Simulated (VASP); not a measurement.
# NaCl in VASP: notebook, part 2 of 2

VASP 6.6.1.

### Step 3. Single point, PBEsol (one atom moved)

The input, INCAR:

```
SYSTEM = NaCl
ALGO = Normal ; EDIFF = 1E-6
ENCUT = 520 ; GGA = PS
ISIF = 2 ; ISMEAR = 0
LASPH = .TRUE. ; LCHARG = .FALSE.
LREAL = .FALSE. ; LWAVE = .FALSE.
NBANDS = 14 ; NELM = 60
PREC = Accurate ; SIGMA = 0.02
```

The input, KPOINTS:

```
k-points
0
G
  8 8 8
  0 0 0
```

The input, POSCAR:

```
NaCl
1.0
    0.0000000000      2.8317500000      2.8317500000
    2.8317500000      0.0000000000      2.8317500000
    2.8317500000      2.8317500000      0.0000000000
Na Cl
1 1
Direct
    0.0000000000      0.0000000000      0.0000000000
    0.5158912333      0.5158912333      0.4841087667
```

Potentials or basis: VASP PAW PBE potentials, release 64 (Na_pv, Cl).

Started as:

```bash
$ cat potpaw_PBE.64/Na_pv/POTCAR potpaw_PBE.64/Cl/POTCAR > POTCAR
$ mpirun -np 1 vasp_std > vasp.out
```

OUTCAR:

```text
SYSTEM = NaCl
   EDIFF = 1E-6
   ENCUT = 520
   GGA = PS
   ISIF = 2
   ISMEAR = 0
   LASPH = .TRUE.
   LREAL = .FALSE.
   NELM = 60
   PREC = Accurate

 ion  position               nearest neighbor table
   1  0.000  0.000  0.000-
   2  0.516  0.516  0.484-

  LATTYP: Found a face centered cubic cell.
 ALAT       =     5.6635000000

  Lattice vectors:

 A1 = (   0.0000000000,   2.8317500000,   2.8317500000)
 A2 = (   2.8317500000,   0.0000000000,   2.8317500000)
 A3 = (   2.8317500000,   2.8317500000,   0.0000000000)

Analysis of symmetry for initial positions (statically):
=====================================================================
 Subroutine PRICEL returns:
 Original cell was already a primitive cell.

 Routine SETGRP: Setting up the symmetry group for a
 face centered cubic supercell.

 Subroutine GETGRP returns: Found  8 space group operations
 (whereof  8 operations were pure point group operations)
 out of a pool of 48 trial point group operations.

The static configuration has the point symmetry C_4v.

Analysis of symmetry for dynamics (positions and initial velocities):
=====================================================================
 Subroutine PRICEL returns:
 Original cell was already a primitive cell.

 Routine SETGRP: Setting up the symmetry group for a
 face centered cubic supercell.

 Subroutine GETGRP returns: Found  8 space group operations
 (whereof  8 operations were pure point group operations)
 out of a pool of 48 trial point group operations.

The dynamic configuration has the point symmetry C_4v.

 Subroutine INISYM returns: Found  8 space group operations
 (whereof  8 operations are pure point group operations),
 and found     1 'primitive' translations

----------------------------------------------------------------------------------------
[... 115 lines left out ...]
  Fermi-wavevector in a.u.,A,eV,Ry     =   1.105909  2.089864 16.640388  1.223034
  Thomas-Fermi vector in A             =   2.242402
   LORBIT       =      0    0 simple, 1 ext, 2 COOP (PROOUT), +10 PAW based schemes
   GGA     = PS    functional components
   LHFCALC =     F    Hartree Fock is set to
   AEXX    =    0.0000 exact exchange contribution
   IVDW    =     0    specifies the selected vdW correction
   LEPSILON=     F    determine dielectric tensor
   LRPA    =     F    only Hartree local field effects (RPA)
 non-spin polarized calculation
 Gauss-broadening in eV      SIGMA  =   0.02
  energy-cutoff  :      520.00
  volume of cell :       45.41
 maximum number of plane-waves:      1243
 NGX is ok and might be reduce to    30

 number of electron      13.9999993 magnetization

 Free energy of the ion-electron system (eV)
  ---------------------------------------------------
  ext. energy  EPLUGINS =         0.00000000
  ---------------------------------------------------
  free energy    TOTEN  =        -6.99012227 eV

  energy without entropy =       -6.99012227  energy(sigma->0) =       -6.99012227

 E-fermi :  -0.6798     XC(G=0):  -8.2769

 val. band max:       -0.8570902567   @ k =   0.0000   0.0000   0.0000
 cond. band min:       4.0309178386   @ k =   0.0000   0.0000   0.0000
 fundamental gap:      4.8880080953
 Fermi energy:        -0.6797932315

 k-point     1 :       0.0000    0.0000    0.0000
  band No.  band energies     occupation
      1     -21.5292      2.00000
      2     -21.5286      2.00000
      3     -21.5286      2.00000
      4     -13.4726      2.00000
      5      -0.8600      2.00000
      6      -0.8571      2.00000
      7      -0.8571      2.00000
      8       4.0309      0.00000
      9      10.1319      0.00000
     10      10.1319      0.00000
     11      10.1339      0.00000
     12      12.3354      0.00000
     13      12.3495      0.00000
     14      13.6807      0.00000
[... 377 lines left out ...]
      1     -21.5502      2.00000
      2     -21.5372      2.00000
      3     -21.5337      2.00000
      4     -13.1164      2.00000
      5      -2.4341      2.00000
      6      -1.6246      2.00000
      7      -1.2924      2.00000
      8       7.1240      0.00000
      9       8.2438      0.00000
     10       9.1038      0.00000
     11      11.2183      0.00000
     12      12.9449      0.00000
     13      15.3245      0.00000
     14      16.0685      0.00000

 [... further k-points ...]
[... 5 lines left out ...]
  --------------------------------------------------------------------------------------
  -------------------------------------------------------------------------------------
  Total       -0.2231727     -0.2231727     -0.1390598      0.0000000     -0.0000000      0.0000000
  in kB       -7.8733010     -7.8733010     -4.9058877      0.0000000     -0.0000000      0.0000000
  external PRESSURE =      -6.8841632 kB  Pullay stress =       0.0000000 kB

 VOLUME and BASIS-vectors are now :
 -----------------------------------------------------------------------------
  energy-cutoff  :      520.00
  volume of cell :       45.41
      direct lattice vectors                 reciprocal lattice vectors
     0.000000000  2.831750000  2.831750000    -0.176569259  0.176569259  0.176569259
     2.831750000  0.000000000  2.831750000     0.176569259 -0.176569259  0.176569259
     2.831750000  2.831750000  0.000000000     0.176569259  0.176569259 -0.176569259

 POSITION                                       TOTAL-FORCE (eV/Angst)
 -----------------------------------------------------------------------------------
      0.00000      0.00000      0.00000         0.000000      0.000000      0.114074
      2.83175      2.83175      2.92175         0.000000      0.000000     -0.114074
 -----------------------------------------------------------------------------------
    total drift:                               -0.000000     -0.000000      0.000266

  FREE ENERGIE OF THE ION-ELECTRON SYSTEM (eV)
  ---------------------------------------------------
  free  energy   TOTEN  =        -6.9901222688 eV

  energy  without entropy=       -6.9901222688  energy(sigma->0) =       -6.99012227
```

stdout:

```text
POSCAR found type information on POSCAR NaCl
 POSCAR found :  2 types and       2 ions
 scaLAPACK will be used
 -----------------------------------------------------------------------------
|                                                                             |
|                                                                             |
|     You enforced a specific xc type in the INCAR file but a different       |
|     I HOPE YOU KNOW WHAT YOU ARE DOING!                                     |
|                                                                             |
 -----------------------------------------------------------------------------

 LDA part: xc-table for (Slater+PW92), standard interpolation
 POSCAR, INCAR and KPOINTS ok, starting setup
 FFT: planning ... GRIDC
 FFT: planning ... GRID_SOFT
 FFT: planning ... GRID
 WAVECAR not read
 entering main loop
```

It took 15 s on 1 thread of Intel Xeon 6975P-C (Granite Rapids), shared host; peak memory 0.18 GiB.

What came out:

| Quantity | Value |
| --- | --- |
| Free energy | -6.9901 eV |
| Pressure | -0.7 GPa |
| Largest force | 0.114 eV/Å |
| Band gap on the k mesh | 4.89 eV, direct |

Forces in eV/Å, atoms in the order of the input:
```
Na   0.000  0.000  0.114
Cl   0.000  0.000 -0.114
```

Caveat: the cell differs from its parent crystal (one atom moved); the PAW data sets were made with another functional, which shifts forces and pressure a little. A k mesh can miss the band edges.

### Step 4. Single point, PBEsol (strained)

The input, INCAR:

```
SYSTEM = NaCl
  PREC = Accurate
  ENCUT = 520
  EDIFF = 1E-6
  ISMEAR = 0
  SIGMA = 0.02
  LREAL = .False.
  LASPH = .True.
  NELM = 100
  ALGO = Normal
  ISIF = 2
  LWAVE = .False.
  LCHARG = .False.
  GGA = PS
  NBANDS = 14
```

The input, KPOINTS:

```
Automatic mesh
0
Gamma
  8 8 8
  0 0 0
```

The input, POSCAR:

```
NaCl
1.0
    0.0000000000      2.8450309075      2.7600784075
    2.8450309075      0.0000000000      2.7600784075
    2.8450309075      2.8450309075      0.0000000000
Na Cl
1 1
Direct
    0.0000000000      0.0000000000      0.0000000000
    0.5000000000      0.5000000000      0.5000000000
```

Started as:

```bash
$ cat potpaw_PBE.64/Na_pv/POTCAR potpaw_PBE.64/Cl/POTCAR > POTCAR
$ mpirun -np 1 vasp_std > vasp.out
```

It took 17 s on 1 thread of Intel Xeon 6975P-C (Granite Rapids), shared host; peak memory 0.17 GiB.

Results (log left out):

* Free energy: -6.9941 eV
* Pressure: -0.3 GPa
* Band gap on the k mesh: 4.94 eV, direct

Stress tensor (GPa, compression positive):
```
-0.76  0.00  0.00
 0.00 -0.76  0.00
 0.00  0.00  0.53
```

Levels at points of the mesh, in eV from the valence-band top:
```
           k point  band 5  band 6  band 7  band 8  band 9  band 10
(0.00, 0.00, 0.00)   -0.03    0.00    0.00    4.94   10.92    10.92
(0.50, 0.00, 0.00)   -1.99   -0.30   -0.26    7.07   10.52    10.71
(0.50, 0.50, 0.00)   -1.71   -0.66   -0.66    7.44    7.80    11.34
(0.50, 0.00, 0.50)   -1.73   -0.65   -0.55    7.44    7.92    11.05
```

Caveat: the cell differs from its parent crystal (strained); the PAW data sets were made with another functional, which shifts forces and pressure a little.

### Step 5. Single point, PBEsol (one atom moved)

The input, INCAR:

```
PREC     = Accurate       # precision mode
ENCUT    = 520            # plane-wave cutoff, eV
EDIFF    = 1E-6           # SCF threshold, eV
ISMEAR   = 0              # smearing method
SIGMA    = 0.02           # smearing width, eV
LREAL    = F              # projectors in reciprocal space
LASPH    = T              # aspherical terms in the spheres
NELM     = 100            # most SCF steps
ALGO     = Normal         # electronic algorithm
ISIF     = 2              # what is computed and relaxed
LWAVE    = F              # write WAVECAR
LCHARG   = F              # write CHGCAR
GGA      = PS             # functional
NBANDS   = 14             # bands
```

The input, KPOINTS:

```
regular mesh
0
Gamma
  8 8 8
```

The input, POSCAR:

```
NaCl
1.0
    0.0000000000      2.8317500000      2.8317500000
    2.8317500000      0.0000000000      2.8317500000
    2.8317500000      2.8317500000      0.0000000000
Na Cl
1 1
Direct
    0.0000000000      0.0000000000      0.0000000000
    0.5079456167      0.4920543833      0.5079456167
```

Started as:

```bash
$ cat potpaw_PBE.64/Na_pv/POTCAR potpaw_PBE.64/Cl/POTCAR > POTCAR
$ mpirun -np 1 vasp_std > vasp.out
```

Run time: 15 s. Hardware: 1 thread of Intel Xeon 6975P-C (Granite Rapids), shared host; peak memory 0.18 GiB.

It converged, with:

| Item | Value |
| --- | --- |
| Free energy | -6.9939 eV |
| Pressure | -0.7 GPa |
| Largest force | 0.055 eV/Å |
| Band gap on the k mesh | 4.89 eV, direct |

Forces on the atoms (eV/Å):
```
Na   0.000  0.055  0.000
Cl   0.000 -0.055  0.000
```

Levels at points of the mesh, in eV from the valence-band top:
```
           k point  band 5  band 6  band 7  band 8  band 9  band 10
(0.00, 0.00, 0.00)    0.00    0.00    0.00    4.89   10.99    10.99
(0.50, 0.00, 0.00)   -1.93   -0.26   -0.26    7.06   10.39    10.83
(0.50, 0.50, 0.00)   -1.67   -0.60   -0.60    7.40    7.90    11.04
(0.50, 0.00, 0.50)   -1.67   -0.60   -0.60    7.40    7.90    11.04
```

Caveat: the cell differs from its parent crystal (one atom moved); the PAW data sets were made with another functional, which shifts forces and pressure a little. A k mesh can miss the band edges.

### Step 6. Summary

| cell | gap on the mesh (eV) | pressure (GPa) |
| --- | --- | --- |
| a = 4.146 Å, angles 60.0°, 2 atoms | 4.55 | -2.6 |
| a = 4.005 Å, angles 60.0°, 2 atoms | 4.89 | -0.7 |
| a = 3.964, b = 3.964, c = 4.023 Å, angles 59.5, 59.5, 61.0°, 2 atoms | 4.94 | -0.3 |

Some of these runs hold the atoms at other places in the same cell, which the table doesn't show; runs alike in all that it shows share one row.

Alike in all rows: task single point; level PBEsol; potentials or basis VASP PAW PBE potentials, release 64 (Na_pv, Cl); no spin polarisation; k mesh 8 × 8 × 8; cutoff (eV) 520; smearing gaussian 0.02 eV.

Caveats: the PAW data sets were made with another functional, which shifts forces and pressure a little.

Absolute energies hang on the potentials; compare differences alone.
